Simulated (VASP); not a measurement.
# As in VASP: single point with PBE+D3(BJ)

Aim: the single point of As with PBE+D3(BJ).

All numbers are computed with VASP 6.6.1; they aren't measurements. Logs are shortened: lines on timing, memory, paths and dates and some standing lists are left out, and cuts for length are marked.

### Step 1. The cell of the first run

The cell holds a slab with vacuum, 4 atoms: a = 3.571 Å, b = 3.571 Å, c = 20.295 Å, α = 90.00°, β = 90.00°, γ = 120.00°.

### Step 2. Single point, PBE+D3(BJ)

Input file INCAR:

```
SYSTEM = As
PREC = Accurate
ENCUT = 400
EDIFF = 1E-6
ISMEAR = 0
SIGMA = 0.05
LREAL = .False.
LASPH = .True.
NELM = 120
ALGO = Normal
ISIF = 2
LWAVE = .False.
LCHARG = .False.
LDIPOL = .True.
IDIPOL = 3
DIPOL = 0.5 0.5 0.384
GGA = PE
IVDW = 12
NBANDS = 38
GGA_COMPAT = .False.
NELMDL = -8
```

Input file KPOINTS:

```
Automatic mesh
0
Gamma
  9 9 1
  0 0 0
```

Input file POSCAR:

```
As
1.0
    3.5713375816      0.0000000000      0.0000000000
   -1.7856687908      3.0928690711      0.0000000000
    0.0000000000      0.0000000000     20.2952790253
As
4
Direct
    0.3333333333      0.6666666667      0.2906120446
    0.6666666667      0.3333333333      0.2217264416
    0.0000000000      1.0000000000      0.5459003349
    0.3333333333      0.6666666667      0.4770144630
```

Potentials or basis: VASP PAW PBE potentials, release 64 (As_d).

Command:

```
cat potpaw_PBE.64/As_d/POTCAR > POTCAR
mpirun -np 1 vasp_std > vasp.out
```

OUTCAR:

```text
SYSTEM = As
   PREC = Accurate
   ENCUT = 400
   EDIFF = 1E-6
   ISMEAR = 0
   LREAL = .False.
   LASPH = .True.
   NELM = 120
   ISIF = 2
   GGA = PE
   IVDW = 12
   NELMDL = -8
 IVDW          = 12

 ion  position               nearest neighbor table
   1  0.333  0.667  0.291-   2 2.49   2 2.49   2 2.49
   2  0.667  0.333  0.222-   1 2.49   1 2.49   1 2.49
   3  0.000  0.000  0.546-   4 2.49   4 2.49   4 2.49
   4  0.333  0.667  0.477-   3 2.49   3 2.49   3 2.49

  LATTYP: Found a hexagonal cell.
 ALAT       =     3.5713375816
 C/A-ratio  =     5.6828229092

  Lattice vectors:

 A1 = (   3.5713375816,   0.0000000000,   0.0000000000)
 A2 = (  -1.7856687908,   3.0928690711,   0.0000000000)
 A3 = (   0.0000000000,   0.0000000000,  20.2952790253)

Analysis of symmetry for initial positions (statically):
=====================================================================
 Subroutine PRICEL returns:
 Original cell was already a primitive cell.

 Routine SETGRP: Setting up the symmetry group for a
 hexagonal supercell.

 Subroutine GETGRP returns: Found 12 space group operations
 (whereof  6 operations were pure point group operations)
 out of a pool of 24 trial point group operations.

The static configuration has the point symmetry C_3v.
 The point group associated with its full space group is D_3d.

Analysis of symmetry for dynamics (positions and initial velocities):
=====================================================================
 Subroutine PRICEL returns:
 Original cell was already a primitive cell.

 Routine SETGRP: Setting up the symmetry group for a
 hexagonal supercell.

 Subroutine GETGRP returns: Found 12 space group operations
 (whereof  6 operations were pure point group operations)
 out of a pool of 24 trial point group operations.

The dynamic configuration has the point symmetry C_3v.
 The point group associated with its full space group is D_3d.

 Subroutine INISYM returns: Found 12 space group operations
 (whereof  6 operations are pure point group operations),
 and found     1 'primitive' translations

----------------------------------------------------------------------------------------

                                     Primitive cell

  volume of cell :     224.1751

  direct lattice vectors                    reciprocal lattice vectors
     3.571337582  0.000000000  0.000000000     0.280007134  0.161662194  0.000000000
    -1.785668791  3.092869071  0.000000000     0.000000000  0.323324388  0.000000000
     0.000000000  0.000000000 20.295279025     0.000000000  0.000000000  0.049272543

  length of vectors
     3.571337582  3.571337582 20.295279025     0.323324388  0.323324388  0.049272543

  position of ions in fractional coordinates (direct lattice)
     0.333333333  0.666666667  0.290612045
     0.666666667  0.333333333  0.221726442
     0.000000000  0.000000000  0.545900335
     0.333333333  0.666666667  0.477014463

  ion indices of the primitive-cell ions
   primitive index   ion index
                 1           1
                 2           2
                 3           3
                 4           4

----------------------------------------------------------------------------------------

 KPOINTS: Automatic mesh

Automatic generation of k-mesh.
 Grid dimensions read from file:
 generate k-points for:    9    9    1

 Generating k-lattice:

  Cartesian coordinates                     Fractional coordinates (reciprocal lattice)
     0.031111904  0.017962466  0.000000000     0.111111111 -0.000000000  0.000000000
     0.000000000  0.035924932  0.000000000     0.000000000  0.111111111  0.000000000
     0.000000000  0.000000000  0.049272543     0.000000000  0.000000000  1.000000000

  Length of vectors
     0.035924932  0.035924932  0.049272543

  Shift w.r.t. Gamma in fractional coordinates (k-lattice)
     0.000000000  0.000000000  0.000000000

 Subroutine IBZKPT returns following result:
 ===========================================

 Found     12 irreducible k-points:

 Following reciprocal coordinates:
            Coordinates               Weight
  0.000000  0.000000  0.000000      1.000000
  0.111111 -0.000000  0.000000      6.000000
  0.222222  0.000000  0.000000      6.000000
  0.333333  0.000000  0.000000      6.000000
  0.444444  0.000000  0.000000      6.000000
  0.111111  0.111111  0.000000      6.000000
  0.222222  0.111111  0.000000     12.000000
  0.333333  0.111111  0.000000     12.000000
  0.444444  0.111111  0.000000      6.000000
  0.222222  0.222222  0.000000      6.000000
  0.333333  0.222222  0.000000     12.000000
  0.333333  0.333333  0.000000      2.000000
   k-points           NKPTS =     12   k-points in BZ     NKDIM =     12   number of bands    NBANDS=     38
   number of dos      NEDOS =    301   number of ions     NIONS =      4
   total plane-waves  NPLWV =  80640
   dimension x,y,z NGX =    24 NGY =   24 NGZ =  140
   dimension x,y,z NGXF=    48 NGYF=   48 NGZF=  280
   ions per type =               4
   NGX,Y,Z   is equivalent  to a cutoff of  11.17, 11.17, 11.47 a.u.
   NGXF,Y,Z  is equivalent  to a cutoff of  22.34, 22.34, 22.94 a.u.
 SYSTEM =  As
   PREC   = accura    normal or accurate (medium, high low for compatibility)
   ISTART =      0    job   : 0-new  1-cont  2-samecut
   ICHARG =      2    charge: 1-file 2-atom 10-const
   ISPIN  =      1    spin polarized calculation?
   LNONCOLLINEAR =      F non collinear calculations
   LSORBIT =      F    spin-orbit coupling
   LASPH  =      T    aspherical Exc in radial PAW
   ENCUT  =  400.0 eV  29.40 Ry    5.42 a.u.   5.82  5.82 33.10*2*pi/ulx,y,z
   NELM   =    120;   NELMIN=  2; NELMDL= -8     # of ELM steps
   EDIFF  = 0.1E-05   stopping-criterion for ELM
   LREAL  =      F    real-space projection
   EDIFFG = 0.1E-04   stopping-criterion for IOM
   NSW    =      0    number of steps for IOM
   IBRION =     -1    ionic relax: 0-MD 1-quasi-New 2-CG
   NFREE  =      0    steps in history (QN), initial steepest desc. (CG)
   ISIF   =      2    stress and relaxation
   ISYM   =      2    0-nonsym 1-usesym 2-fastsym
   POTIM  = 0.5000    time-step for ionic-motion
   TEBEG  =    0.0;   TEEND  =   0.0 temperature during run
   PSTRESS=    0.0 pullay stress
   NELECT =      60.0000    total number of electrons
   NUPDOWN=      -1.0000    fix difference up-down
   EMIN   =  10.00;   EMAX   =-10.00  energy-range for DOS
   EFERMI =   0.00;   METHOD = LEGACY
   ISMEAR =     0;   SIGMA  =   0.05  broadening in eV -4-tet -1-fermi 0-gaus
   EFERMI_NEDOS =   21; number of points for ismear=-14 and -15
   IALGO  =     38    algorithm
   IMIX   =      4    mixing-type and parameters
     AMIX     =   0.40;   BMIX     =  1.00
     AMIX_MAG =   1.60;   BMIX_MAG =  1.00
  volume/ion in A,a.u.               =      56.04       378.20
  Fermi-wavevector in a.u.,A,eV,Ry     =   1.055025  1.993708 15.144343  1.113078
  Thomas-Fermi vector in A             =   2.190208
   LORBIT       =      0    0 simple, 1 ext, 2 COOP (PROOUT), +10 PAW based schemes
   GGA     = PE    functional components
   LHFCALC =     F    Hartree Fock is set to
   AEXX    =    0.0000 exact exchange contribution
   IVDW    =    12    specifies the selected vdW correction
   LEPSILON=     F    determine dielectric tensor
   LRPA    =     F    only Hartree local field effects (RPA)
 non-spin polarized calculation
 Gauss-broadening in eV      SIGMA  =   0.05
  energy-cutoff  :      400.00
  volume of cell :      224.18
 maximum number of plane-waves:      4093
 NGX is ok and might be reduce to    24
   NGX = 11   NGY = 11   NGZ = 67

 dipolmoment           0.000000      0.000000     -0.000033 electrons x Angstroem

 number of electron      60.0000019 magnetization

 dipolmoment           0.000000      0.000000      0.000037 electrons x Angstroem

 Free energy of the ion-electron system (eV)
  ---------------------------------------------------
  ext. energy  EPLUGINS =         0.00000000
  ---------------------------------------------------
  free energy    TOTEN  =       -18.67153212 eV

  energy without entropy =      -18.67153212  energy(sigma->0) =      -18.67153212

 E-fermi :  -1.9034     XC(G=0):  -4.9906

 val. band max:       -2.1310508847   @ k =   0.1111   0.1111   0.0000
 cond. band min:      -0.8614906007   @ k =   0.3333   0.0000   0.0000
 fundamental gap:      1.2695602840
 Fermi energy:        -1.9034288164

 k-point     1 :       0.0000    0.0000    0.0000
  band No.  band energies     occupation
      1     -37.3506      2.00000
      2     -37.3506      2.00000
      3     -37.3501      2.00000
      4     -37.3501      2.00000
      5     -37.3095      2.00000
      6     -37.3095      2.00000
[... 30 lines left out ...]
     37       2.6174      0.00000
     38       2.9295      0.00000

 k-point     2 :       0.1111   -0.0000    0.0000
  band No.  band energies     occupation
      1     -37.3501      2.00000
      2     -37.3497      2.00000
      3     -37.3469      2.00000
      4     -37.3464      2.00000
      5     -37.3086      2.00000
      6     -37.3082      2.00000
[... 30 lines left out ...]
     37       2.8502      0.00000
     38       3.1394      0.00000

 k-point     3 :       0.2222    0.0000    0.0000
  band No.  band energies     occupation
      1     -37.3491      2.00000
      2     -37.3486      2.00000
      3     -37.3370      2.00000
      4     -37.3365      2.00000
      5     -37.3058      2.00000
      6     -37.3054      2.00000
[... 30 lines left out ...]
     37       3.3740      0.00000
     38       3.6674      0.00000

 k-point     4 :       0.3333    0.0000    0.0000
  band No.  band energies     occupation
      1     -37.3476      2.00000
      2     -37.3472      2.00000
      3     -37.3255      2.00000
      4     -37.3250      2.00000
      5     -37.2987      2.00000
      6     -37.2982      2.00000
[... 30 lines left out ...]
     37       4.1507      0.00000
     38       4.2519      0.00000

 k-point     5 :       0.4444    0.0000    0.0000
  band No.  band energies     occupation
      1     -37.3466      2.00000
      2     -37.3462      2.00000
      3     -37.3195      2.00000
      4     -37.3191      2.00000
      5     -37.2836      2.00000
      6     -37.2831      2.00000
[... 30 lines left out ...]
     37       3.9588      0.00000
     38       4.5750      0.00000

 k-point     6 :       0.1111    0.1111    0.0000
  band No.  band energies     occupation
      1     -37.3496      2.00000
      2     -37.3491      2.00000
      3     -37.3398      2.00000
      4     -37.3394      2.00000
      5     -37.3069      2.00000
      6     -37.3064      2.00000
[... 30 lines left out ...]
     37       3.2562      0.00000
     38       3.4946      0.00000

 k-point     7 :       0.2222    0.1111    0.0000
  band No.  band energies     occupation
      1     -37.3485      2.00000
      2     -37.3481      2.00000
      3     -37.3278      2.00000
      4     -37.3273      2.00000
      5     -37.3028      2.00000
      6     -37.3024      2.00000
[... 30 lines left out ...]
     37       3.8784      0.00000
     38       4.1115      0.00000

 k-point     8 :       0.3333    0.1111    0.0000
  band No.  band energies     occupation
      1     -37.3475      2.00000
      2     -37.3471      2.00000
      3     -37.3177      2.00000
      4     -37.3172      2.00000
      5     -37.2929      2.00000
      6     -37.2925      2.00000
[... 30 lines left out ...]
     37       4.4354      0.00000
     38       4.8304      0.00000

 k-point     9 :       0.4444    0.1111    0.0000
  band No.  band energies     occupation
      1     -37.3470      2.00000
      2     -37.3466      2.00000
      3     -37.3148      2.00000
      4     -37.3143      2.00000
      5     -37.2775      2.00000
      6     -37.2771      2.00000
[... 30 lines left out ...]
     37       4.1098      0.00000
     38       4.6748      0.00000

 k-point    10 :       0.2222    0.2222    0.0000
  band No.  band energies     occupation
      1     -37.3482      2.00000
      2     -37.3477      2.00000
      3     -37.3143      2.00000
      4     -37.3139      2.00000
      5     -37.2987      2.00000
      6     -37.2982      2.00000
[... 30 lines left out ...]
     37       4.7675      0.00000
     38       4.8579      0.00000

 k-point    11 :       0.3333    0.2222    0.0000
  band No.  band energies     occupation
      1     -37.3478      2.00000
      2     -37.3473      2.00000
      3     -37.3052      2.00000
      4     -37.3048      2.00000
      5     -37.2894      2.00000
      6     -37.2890      2.00000
[... 30 lines left out ...]
     37       5.1353      0.00000
     38       5.3371      0.00000

 k-point    12 :       0.3333    0.3333    0.0000
  band No.  band energies     occupation
      1     -37.3479      2.00000
      2     -37.3474      2.00000
      3     -37.2925      2.00000
      4     -37.2921      2.00000
      5     -37.2918      2.00000
      6     -37.2912      2.00000
[... 30 lines left out ...]
     37       5.8818      0.00000
     38       5.8820      0.00000

------------------------ aborting loop because EDIFF is reached ----------------------------------------

 vacuum level on the upper side and lower side of the slab       (xc-potential included)        -0.128        -0.129

 Edisp (eV)   -1.02130

 E8    (eV) :    -0.4445

  FORCE on cell =-STRESS in cart. coord.  units (eV):
  Direction    XX          YY          ZZ          XY          YZ          ZX
  --------------------------------------------------------------------------------------
  -------------------------------------------------------------------------------------
  Total      -0.12052    -0.12052    -0.07970     0.00000    -0.00000     0.00000
  in kB      -0.86135    -0.86135    -0.56961     0.00000    -0.00000     0.00000
  external pressure =       -0.76 kB  Pullay stress =        0.00 kB

 VOLUME and BASIS-vectors are now :
 -----------------------------------------------------------------------------
  energy-cutoff  :      400.00
  volume of cell :      224.18
      direct lattice vectors                 reciprocal lattice vectors
     3.571337582  0.000000000  0.000000000     0.280007134  0.161662194  0.000000000
    -1.785668791  3.092869071  0.000000000     0.000000000  0.323324388  0.000000000
     0.000000000  0.000000000 20.295279025     0.000000000  0.000000000  0.049272543

 POSITION                                       TOTAL-FORCE (eV/Angst)
 -----------------------------------------------------------------------------------
     -0.00000      2.06191      5.89805         0.000000      0.000000      0.027328
      1.78567      1.03096      4.50000         0.000000      0.000000     -0.023565
      0.00000      0.00000     11.07920        -0.000000     -0.000000      0.023565
     -0.00000      2.06191      9.68114        -0.000000      0.000000     -0.027328
 -----------------------------------------------------------------------------------
    total drift:                                0.000000     -0.000000      0.008125

  FREE ENERGIE OF THE ION-ELECTRON SYSTEM (eV)
  ---------------------------------------------------
  free  energy   TOTEN  =       -19.6928344164 eV

  energy  without entropy=      -19.6928344164  energy(sigma->0) =      -19.69283442

 vacuum level on the upper side and lower side of the slab         3.035         3.035
```

Wall time 94 s (1 thread of Intel Xeon Platinum 8259CL at 2.50GHz (Skylake/Cascade Lake), shared host); peak memory 0.28 GiB.

What came out:

* Free energy: -19.6928 eV
* Largest force: 0.027 eV/Å
* Band gap on the k mesh: 1.27 eV (least direct gap 1.75 eV)
* Dispersion energy per atom: -0.255 eV

Forces in eV/Å, atoms in the order of the input:
```
As   0.000  0.000  0.027
As   0.000  0.000 -0.024
As   0.000  0.000  0.024
As   0.000  0.000 -0.027
```
